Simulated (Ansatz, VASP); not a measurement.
## TaAl5B: VASP beside Ansatz

```xyz
14
Lattice="2.9729 0.0000 0.0000 -1.4864 2.5746 0.0000 0.0000 0.0000 28.3461" Properties=species:S:1:pos:R:3 pbc="T T T"
Ta    0.0000    0.0000   12.4585
Ta    0.0000    0.0000   15.8876
Al    1.4864    0.8582    7.9212
Al    0.0000    0.0000    5.6914
Al    0.0000    1.7164    3.4155
Al    1.4864    0.8582    1.1458
Al    0.0000    1.7164   27.2003
Al    1.4864    0.8582   18.1422
Al    0.0000    1.7164   10.2038
Al    0.0000    0.0000   22.6547
Al    1.4864    0.8582   24.9306
Al    0.0000    1.7164   20.4249
B     0.0000    1.7164   14.1757
B     1.4864    0.8582   14.1704
```

Alike in both runs: functional PBE; k mesh 12 × 12 × 2; occupations gaussian, width 0.1 eV; no spin polarisation.

Ansatz relaxed the structure, and its values are those at the end. VASP's run is a single point on that final structure, the one shown.

```csv
,VASP,Ansatz
version,VASP 6.6.1,Ansatz 0.2.0
potentials or method,"VASP PAW PBE potentials, release 64 (Ta_pv, Al, B), cutoff 520 eV","scalar-relativistic, plane waves, PAW"
valence electrons in the cell,58,62
```

```csv
,VASP,Ansatz,Ansatz less VASP
gap on the k mesh at the Fermi level (eV),none,none,-
pressure (GPa),0.1,0.0,-0.05
rms of the force components (eV/Å),0.008,0.000,-0.0072
```

A gap of «none» marks a metal or a gap that the smearing closes. With one functional, cell and mesh, what is left measures potentials, basis and numerics. VASP's potentials hold 58 valence electrons a cell and Ansatz's 62, so a difference there can come from the potentials and not from the codes.

Neither program's run includes spin-orbit coupling.
